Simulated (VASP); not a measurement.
Set up this calculation in VASP 6.6.1, as the native input.

- Task: single point
- Functional: PBE
- Dispersion: D3(BJ)
- Potentials or basis: VASP PAW PBE potentials, release 64 (Sn_d, Se)
- Cutoff: 500 eV
- k mesh: 12 × 12 × 6
- Occupations: gaussian, width 0.03 eV
- Spin: no spin polarisation
- Dipole correction: no
- Further INCAR settings: ALGO = Normal; EDIFF = 1e-06; NBANDS = 20

The structure of SnSe2 lies in POSCAR:

```
SnSe2
1.0
    3.9840000000      0.0000000000      0.0000000000
   -1.9920000000      3.4502452087      0.0000000000
    0.0000000000      0.0000000000      6.3344000000
Sn Se
1 2
Direct
    0.0000000000      0.0000000000      0.0000000000
    0.3333333333      0.6666666667      0.2651331237
    0.6666666667      0.3333333333      0.7348668763
```

These files were run (other wordings do the same):

INCAR

```
PREC = Accurate ; ENCUT = 500
EDIFF = 1E-6 ; ISMEAR = 0
SIGMA = 0.03 ; LREAL = F
LASPH = T ; NELM = 120
ALGO = Normal ; ISIF = 2
LWAVE = F ; LCHARG = F
GGA = PE ; IVDW = 12
NBANDS = 20 ; GGA_COMPAT = F
```

KPOINTS

```
regular mesh
0
Gamma
  12 12 6
```

Potentials or basis: VASP PAW PBE potentials, release 64 (Sn_d, Se).

Launch:

```bash
$ cat potpaw_PBE.64/Sn_d/POTCAR potpaw_PBE.64/Se/POTCAR > POTCAR
$ mpirun -np 1 vasp_std > vasp.out
```

It gave:

The pressure is -6.2 GPa. The largest force is 0.870 eV/Å. The band gap on the k mesh is 0.25 eV (least direct gap 0.57 eV) and the dispersion energy per atom is -0.319 eV.

Caveat: the cell stands under tension; spin-orbit coupling is left out, which moves the levels of the heavy elements.

Run time: 3.3 min on 1 thread of Intel Xeon 8259CL (shared host), peak memory 0.32 GiB.
